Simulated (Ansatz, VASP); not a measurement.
**Two plane-wave programs on ZnS**

The input POSCAR:

```
ZnS
1.0
    3.6879452615      0.0000000000      0.0000000000
   -1.8439726308      3.1938542842      0.0000000000
    0.0000000000      0.0000000000      5.7820218017
Zn S
2 2
Direct
    0.0000000000      0.0000000000      0.0000000000
    0.0000000000      0.0000000000      0.5000000000
    0.3333333333      0.6666666667      0.2500000000
    0.6666666667      0.3333333333      0.7500000000
```

The input INCAR.step1:

```
PREC = Accurate
ENCUT = 520
ISMEAR = 0
SIGMA = 0.01
LREAL = False
LASPH = True
NELM = 60
NBANDS = 26
GGA = PE
ALGO = Normal
EDIFF = 1E-4
LWAVE = True
LCHARG = False
```

INCAR.step2

```
PREC = Accurate
ENCUT = 520
EDIFF = 1E-6
ISMEAR = 0
SIGMA = 0.01
LREAL = False
LASPH = True
NELM = 60
ALGO = Normal
ISIF = 2
LWAVE = False
LCHARG = True
METAGGA = R2SCAN
LMIXTAU = True
LELF = True
LVHAR = True
NBANDS = 26
ISTART = 1
```

File KPOINTS:

```
Automatic mesh
0
Gamma
  12 12 4
```

Input for Ansatz:

```yaml
crystal:
  lattice:
    - [3.6879452615, 0.0, 0.0]
    - [-1.8439726308, 3.1938542842, 0.0]
    - [0.0, 0.0, 5.7820218017]
  atoms:
    - { symbol: Zn, position: [0.0, 0.0, 0.0] }
    - { symbol: Zn, position: [0.0, 0.0, 0.5] }
    - { symbol: S, position: [0.3333333333, 0.6666666667, 0.25] }
    - { symbol: S, position: [0.6666666667, 0.3333333333, 0.75] }
kpoints:
  mp_grid: { grid: [12, 12, 4] }
  band_path:
    path:
      - [0.0, 0.0, 0.0]
      - [0.5, 0.0, 0.0]
      - [0.3333333333, 0.3333333333, 0.0]
      - [0.0, 0.0, 0.5]
      - [0.5, 0.0, 0.5]
      - [0.3333333333, 0.3333333333, 0.5]
      - [0.2, 0.0, 0.0]
    npoints: 1
hamiltonian:
  xc: r2scan
scf:
  occupations: { method: fixed }
  n_extra_bands: 5
output:
  forces: true
  stress: true
  eigenvalues: true
  write_density: true
  write_potential: true
  elf: true
  volumetric_format: npy
```

Change from the starting cell: epitaxial_xy strain +2.7%.

Alike in both runs: task single point; functional r2SCAN; k mesh 12 × 12 × 4; no spin polarisation.

|  | VASP | Ansatz |
| --- | --- | --- |
| version | VASP 6.6.1 | Ansatz 0.2.0 |
| potentials or method | VASP PAW PBE potentials, release 64 (Zn, S) | plane waves, PAW |
| plane-wave cutoff (eV) | 520 | 500 |
| occupations | gaussian, width 0.01 eV | fixed |
| valence electrons in the cell | 36 | 36 |

|  | VASP | Ansatz | Ansatz less VASP |
| --- | --- | --- | --- |
| gap on the k mesh at the Fermi level (eV) | 1.06 | 1.07 | +0.005 |
| pressure (GPa) | -3.2 | -3.2 | -0.04 |
| traceless stress, the component that is largest in VASP (GPa) | 3.25 | 3.21 | -0.044 |

VASP's potentials were made for PBE, not for r2SCAN.
